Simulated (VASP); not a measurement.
# SiB4N (P4/mmm) in VASP: notebook

SiB4N is run at these levels: PBE; tasks: single point, relaxation of cell and atoms.

All numbers are computed with VASP 6.6.1; they aren't measurements. Logs are shortened: lines on timing, memory, paths and dates and some standing lists are left out, and cuts for length are marked.

### Step 1. The cell of the first run

It takes space group P4/mmm (No. 123, tetragonal). The conventional cell has a = 3.872 Å, b = 3.872 Å, c = 5.500 Å, α = 90.00°, β = 90.00°, γ = 90.00°. Within 2.6 Å of Si (site symmetry 4/mmm) lie 6 B at 1.94 to 1.97 Å. Within 2.1 Å of B (site symmetry 4mm) lie 1 B at 1.57 Å and 1 Si at 1.97 Å. B (site symmetry mmm) has 2 Si at 1.94 Å within 2.6 Å. N (site symmetry 4/mmm) has 16 B at 2.85 to 3.36 Å within 3.8 Å.

### Step 2. Single point, PBE

INCAR

```
  PREC = Accurate
  ENCUT = 520
  EDIFF = 1E-6
  ISMEAR = 0
  SIGMA = 0.1
  LREAL = False
  LASPH = True
  NELM = 60
  ALGO = Normal
  ISIF = 2
  LWAVE = False
  LCHARG = False
  GGA = PE
  NBANDS = 20
```

KPOINTS

```
regular mesh
0
Gamma
  6 6 4
```

POSCAR

```
SiB4N
1.0
    3.8724217309      0.0000000000      0.0000000000
    0.0000000000      3.8724217309      0.0000000000
    0.0000000000      0.0000000000      5.4998438678
Si B N
1 4 1
Direct
    0.5000000000      0.5000000000      0.5000000000
    0.5000000000      0.5000000000      0.8575796115
    0.5000000000      0.5000000000      0.1424203885
    0.5000000000      0.0000000000      0.5000000000
    0.0000000000      0.5000000000      0.5000000000
    0.0000000000      0.0000000000      0.0000000000
```

Potentials or basis: VASP PAW PBE potentials, release 64 (Si, B, N).

Run with:

```console
cat potpaw_PBE.64/Si/POTCAR potpaw_PBE.64/B/POTCAR potpaw_PBE.64/N/POTCAR > POTCAR
mpirun -np 1 vasp_std > vasp.out
```

OUTCAR:

```text
PREC = Accurate
   ENCUT = 520
   EDIFF = 1E-6
   ISMEAR = 0
   LREAL = False
   LASPH = True
   NELM = 60
   ISIF = 2
   GGA = PE

 ion  position               nearest neighbor table
   1  0.500  0.500  0.500-   4 1.94   5 1.94   4 1.94   5 1.94   2 1.97   3 1.97
   2  0.500  0.500  0.858-   3 1.57   1 1.97
   3  0.500  0.500  0.142-   2 1.57   1 1.97
   4  0.500  0.000  0.500-   1 1.94   1 1.94
   5  0.000  0.500  0.500-   1 1.94   1 1.94
   6  0.000  0.000  0.000-

  LATTYP: Found a simple tetragonal cell.
 ALAT       =     3.8724217309
 C/A-ratio  =     1.4202595301

  Lattice vectors:

 A1 = (   3.8724217309,   0.0000000000,   0.0000000000)
 A2 = (   0.0000000000,   3.8724217309,   0.0000000000)
 A3 = (   0.0000000000,   0.0000000000,   5.4998438678)

Analysis of symmetry for initial positions (statically):
=====================================================================
 Subroutine PRICEL returns:
 Original cell was already a primitive cell.

 Routine SETGRP: Setting up the symmetry group for a
 simple tetragonal supercell.

 Subroutine GETGRP returns: Found 16 space group operations
 (whereof 16 operations were pure point group operations)
 out of a pool of 16 trial point group operations.

The static configuration has the point symmetry D_4h.

Analysis of symmetry for dynamics (positions and initial velocities):
=====================================================================
 Subroutine PRICEL returns:
 Original cell was already a primitive cell.

 Routine SETGRP: Setting up the symmetry group for a
 simple tetragonal supercell.

 Subroutine GETGRP returns: Found 16 space group operations
 (whereof 16 operations were pure point group operations)
 out of a pool of 16 trial point group operations.

The dynamic configuration has the point symmetry D_4h.

 Subroutine INISYM returns: Found 16 space group operations
 (whereof 16 operations are pure point group operations),
 and found     1 'primitive' translations

----------------------------------------------------------------------------------------

                                     Primitive cell

  volume of cell :      82.4737

  direct lattice vectors                    reciprocal lattice vectors
     3.872421731  0.000000000  0.000000000     0.258236336  0.000000000  0.000000000
     0.000000000  3.872421731  0.000000000     0.000000000  0.258236336  0.000000000
     0.000000000  0.000000000  5.499843868     0.000000000  0.000000000  0.181823343

  length of vectors
     3.872421731  3.872421731  5.499843868     0.258236336  0.258236336  0.181823343

  position of ions in fractional coordinates (direct lattice)
     0.500000000  0.500000000  0.500000000
     0.500000000  0.500000000  0.857579612
     0.500000000  0.500000000  0.142420388
     0.500000000  0.000000000  0.500000000
     0.000000000  0.500000000  0.500000000
     0.000000000  0.000000000  0.000000000

  ion indices of the primitive-cell ions
   primitive index   ion index
                 1           1
                 2           2
                 3           3
                 4           4
                 5           5
                 6           6

----------------------------------------------------------------------------------------

 KPOINTS: regular mesh

Automatic generation of k-mesh.
 Grid dimensions read from file:
 generate k-points for:    6    6    4

 Generating k-lattice:

  Cartesian coordinates                     Fractional coordinates (reciprocal lattice)
     0.043039389  0.000000000  0.000000000     0.166666667  0.000000000  0.000000000
     0.000000000  0.043039389  0.000000000     0.000000000  0.166666667  0.000000000
     0.000000000  0.000000000  0.045455836     0.000000000  0.000000000  0.250000000

  Length of vectors
     0.043039389  0.043039389  0.045455836

  Shift w.r.t. Gamma in fractional coordinates (k-lattice)
     0.000000000  0.000000000  0.000000000

 Subroutine IBZKPT returns following result:
 ===========================================

 Found     30 irreducible k-points:

 Following reciprocal coordinates:
            Coordinates               Weight
  0.000000  0.000000  0.000000      1.000000
  0.166667  0.000000  0.000000      4.000000
  0.333333  0.000000  0.000000      4.000000
  0.500000  0.000000  0.000000      2.000000
  0.166667  0.166667  0.000000      4.000000
  0.333333  0.166667  0.000000      8.000000
[... 16 lines left out ...]
  0.333333  0.000000  0.500000      4.000000
  0.500000  0.000000  0.500000      2.000000
 [... further k-points ...]
   k-points           NKPTS =     30   k-points in BZ     NKDIM =     30   number of bands    NBANDS=     20
   number of dos      NEDOS =    301   number of ions     NIONS =      6
   total plane-waves  NPLWV =  37800
   dimension x,y,z NGX =    30 NGY =   30 NGZ =   42
   dimension x,y,z NGXF=    60 NGYF=   60 NGZF=   84
   ions per type =               1   4   1
   NGX,Y,Z   is equivalent  to a cutoff of  12.88, 12.88, 12.70 a.u.
   NGXF,Y,Z  is equivalent  to a cutoff of  25.76, 25.76, 25.39 a.u.
 SYSTEM =  unknown system
   PREC   = accura    normal or accurate (medium, high low for compatibility)
   ISTART =      0    job   : 0-new  1-cont  2-samecut
   ICHARG =      2    charge: 1-file 2-atom 10-const
   ISPIN  =      1    spin polarized calculation?
   LNONCOLLINEAR =      F non collinear calculations
   LSORBIT =      F    spin-orbit coupling
   LASPH  =      T    aspherical Exc in radial PAW
   ENCUT  =  520.0 eV  38.22 Ry    6.18 a.u.   7.20  7.20 10.23*2*pi/ulx,y,z
   NELM   =     60;   NELMIN=  2; NELMDL= -5     # of ELM steps
   EDIFF  = 0.1E-05   stopping-criterion for ELM
   LREAL  =      F    real-space projection
   EDIFFG = 0.1E-04   stopping-criterion for IOM
   NSW    =      0    number of steps for IOM
   IBRION =     -1    ionic relax: 0-MD 1-quasi-New 2-CG
   NFREE  =      0    steps in history (QN), initial steepest desc. (CG)
   ISIF   =      2    stress and relaxation
   ISYM   =      2    0-nonsym 1-usesym 2-fastsym
   POTIM  = 0.5000    time-step for ionic-motion
   TEBEG  =    0.0;   TEEND  =   0.0 temperature during run
   PSTRESS=    0.0 pullay stress
   NELECT =      21.0000    total number of electrons
   NUPDOWN=      -1.0000    fix difference up-down
   EMIN   =  10.00;   EMAX   =-10.00  energy-range for DOS
   EFERMI =   0.00;   METHOD = LEGACY
   ISMEAR =     0;   SIGMA  =   0.10  broadening in eV -4-tet -1-fermi 0-gaus
   EFERMI_NEDOS =   21; number of points for ismear=-14 and -15
   IALGO  =     38    algorithm
   IMIX   =      4    mixing-type and parameters
     AMIX     =   0.40;   BMIX     =  1.00
     AMIX_MAG =   1.60;   BMIX_MAG =  1.00
  volume/ion in A,a.u.               =      13.75        92.76
  Fermi-wavevector in a.u.,A,eV,Ry     =   1.037630  1.960837 14.649079  1.076677
  Thomas-Fermi vector in A             =   2.172077
   LORBIT       =      0    0 simple, 1 ext, 2 COOP (PROOUT), +10 PAW based schemes
   GGA     = PE    functional components
   LHFCALC =     F    Hartree Fock is set to
   AEXX    =    0.0000 exact exchange contribution
   IVDW    =     0    specifies the selected vdW correction
   LEPSILON=     F    determine dielectric tensor
   LRPA    =     F    only Hartree local field effects (RPA)
 non-spin polarized calculation
 Gauss-broadening in eV      SIGMA  =   0.10
  energy-cutoff  :      520.00
  volume of cell :       82.47
 maximum number of plane-waves:      2248
 NGX is ok and might be reduce to    30
   NGX = 15   NGY = 15   NGZ = 21

 number of electron      21.0000001 magnetization

 Free energy of the ion-electron system (eV)
  ---------------------------------------------------
  ext. energy  EPLUGINS =         0.00000000
  ---------------------------------------------------
  free energy    TOTEN  =       -25.30679533 eV

  energy without entropy =      -25.28583964  energy(sigma->0) =      -25.29631749

 E-fermi :   2.1478     XC(G=0):  -9.4611

 val. band max:        2.1359496267   @ k =   0.5000   0.3333   0.0000
 cond. band min:       2.1519511711   @ k =   0.5000   0.0000   0.0000
 fundamental gap:      0.0160015444
 Fermi energy:         2.1478416171

 k-point     1 :       0.0000    0.0000    0.0000
  band No.  band energies     occupation
      1     -10.5181      2.00000
      2      -9.1346      2.00000
      3      -4.5570      2.00000
      4      -4.5077      2.00000
      5      -2.5347      2.00000
      6      -2.5347      2.00000
[... 12 lines left out ...]
     19       6.0995      0.00000
     20       7.1269      0.00000

 k-point     2 :       0.1667    0.0000    0.0000
  band No.  band energies     occupation
      1     -10.3627      2.00000
      2      -9.0961      2.00000
      3      -4.7281      2.00000
      4      -4.3561      2.00000
      5      -3.5932      2.00000
      6      -2.3961      2.00000
[... 12 lines left out ...]
     19       7.5830      0.00000
     20       7.6551      0.00000

 k-point     3 :       0.3333    0.0000    0.0000
  band No.  band energies     occupation
      1      -9.9605      2.00000
      2      -9.0659      2.00000
      3      -5.2585      2.00000
      4      -4.6379      2.00000
      5      -3.9910      2.00000
      6      -2.0705      2.00000
[... 12 lines left out ...]
     19       9.0685      0.00000
     20       9.1746      0.00000

 k-point     4 :       0.5000    0.0000    0.0000
  band No.  band energies     occupation
      1      -9.6412      2.00000
      2      -9.1428      2.00000
      3      -5.6580      2.00000
      4      -4.9118      2.00000
      5      -3.7591      2.00000
      6      -1.8719      2.00000
[... 12 lines left out ...]
     19       9.5775      0.00000
     20      11.2202      0.00000

 k-point     5 :       0.1667    0.1667    0.0000
  band No.  band energies     occupation
      1     -10.2160      2.00000
      2      -9.0496      2.00000
      3      -4.7803      2.00000
      4      -4.2060      2.00000
      5      -3.7289      2.00000
      6      -3.2300      2.00000
[... 12 lines left out ...]
     19       7.6543      0.00000
     20       8.1078      0.00000

 k-point     6 :       0.3333    0.1667    0.0000
  band No.  band energies     occupation
      1      -9.8507      2.00000
      2      -8.9771      2.00000
      3      -5.1330      2.00000
      4      -4.6231      2.00000
      5      -3.8455      2.00000
      6      -3.1917      2.00000
[... 12 lines left out ...]
     19       9.0658      0.00000
     20       9.5289      0.00000

 k-point     7 :       0.5000    0.1667    0.0000
  band No.  band energies     occupation
      1      -9.5955      2.00000
      2      -8.9786      2.00000
      3      -5.5579      2.00000
      4      -4.8159      2.00000
      5      -3.6175      2.00000
      6      -3.0438      2.00000
[... 12 lines left out ...]
     19       9.5487      0.00000
     20      11.5128      0.00000
[... 277 lines left out ...]
 k-point    20 :       0.5000    0.5000    0.2500
  band No.  band energies     occupation
      1      -9.4463      2.00000
      2      -8.1949      2.00000
      3      -5.1405      2.00000
      4      -5.1405      2.00000
      5      -5.1056      2.00000
      6      -2.1216      2.00000
[... 12 lines left out ...]
     19       8.5914      0.00000
     20      11.4083      0.00000

 k-point    21 :       0.0000    0.0000    0.5000
  band No.  band energies     occupation
      1      -9.9685      2.00000
      2      -9.8357      2.00000
      3      -5.6397      2.00000
      4      -2.3878      2.00000
      5      -2.3878      2.00000
      6      -2.1646      2.00000
[... 12 lines left out ...]
     19       8.2281      0.00000
     20       8.2281      0.00000

 k-point    22 :       0.1667    0.0000    0.5000
  band No.  band energies     occupation
      1      -9.8868      2.00000
      2      -9.6702      2.00000
      3      -5.7450      2.00000
      4      -3.6265      2.00000
      5      -2.2527      2.00000
      6      -2.1086      2.00000
[... 12 lines left out ...]
     19       8.1560      0.00000
     20       8.2760      0.00000

 k-point    23 :       0.3333    0.0000    0.5000
  band No.  band energies     occupation
      1      -9.7062      2.00000
      2      -9.2541      2.00000
      3      -5.9909      2.00000
      4      -5.1145      2.00000
      5      -1.9377      2.00000
      6      -1.9206      2.00000
[... 12 lines left out ...]
     19       8.3758      0.00000
     20       8.6138      0.00000

 k-point    24 :       0.5000    0.0000    0.5000
  band No.  band energies     occupation
      1      -9.6049      2.00000
      2      -8.9682      2.00000
      3      -6.1326      2.00000
      4      -5.7823      2.00000
      5      -1.7693      2.00000
      6      -1.7480      2.00000
[... 12 lines left out ...]
     19       8.4278      0.00000
     20       9.8982      0.00000

 [... further k-points ...]
[... 5 lines left out ...]
  --------------------------------------------------------------------------------------
  -------------------------------------------------------------------------------------
  Total       -0.0121261     -0.0121261     -0.0719264      0.0000000     -0.0000000      0.0000000
  in kB       -0.2355677     -0.2355677     -1.3972790      0.0000000     -0.0000000      0.0000000
  external PRESSURE =      -0.6228048 kB  Pullay stress =       0.0000000 kB

 VOLUME and BASIS-vectors are now :
 -----------------------------------------------------------------------------
  energy-cutoff  :      520.00
  volume of cell :       82.47
      direct lattice vectors                 reciprocal lattice vectors
     3.872421731  0.000000000  0.000000000     0.258236336  0.000000000  0.000000000
     0.000000000  3.872421731  0.000000000     0.000000000  0.258236336  0.000000000
     0.000000000  0.000000000  5.499843868     0.000000000  0.000000000  0.181823343

 POSITION                                       TOTAL-FORCE (eV/Angst)
 -----------------------------------------------------------------------------------
      1.93621      1.93621      2.74992         0.000000      0.000000      0.000000
      1.93621      1.93621      4.71655         0.000000      0.000000     -0.006558
      1.93621      1.93621      0.78329         0.000000     -0.000000      0.006558
      1.93621      0.00000      2.74992         0.000000      0.000000      0.000000
      0.00000      1.93621      2.74992         0.000000      0.000000      0.000000
      0.00000      0.00000      0.00000         0.000000      0.000000      0.000000
 -----------------------------------------------------------------------------------
    total drift:                                0.000000      0.000000     -0.000000

  FREE ENERGIE OF THE ION-ELECTRON SYSTEM (eV)
  ---------------------------------------------------
  free  energy   TOTEN  =       -25.3067953288 eV

  energy  without entropy=      -25.2858396423  energy(sigma->0) =      -25.29631749
```

Run time: 56 s. Hardware: 1 thread of AMD EPYC 7R43 (Zen 3), shared host; peak memory 0.16 GiB.

Results:

| Property | Result |
| --- | --- |
| Free energy | -25.3068 eV |
| Pressure | -0.1 GPa |
| Largest force | 0.007 eV/Å |

Forces in eV/Å, atoms in the order of the input:
```
Si   0.000  0.000  0.000
B    0.000  0.000 -0.007
B    0.000  0.000  0.007
B    0.000  0.000  0.000
B    0.000  0.000  0.000
N    0.000  0.000  0.000
```

(Part 1 of 2 ends here.)
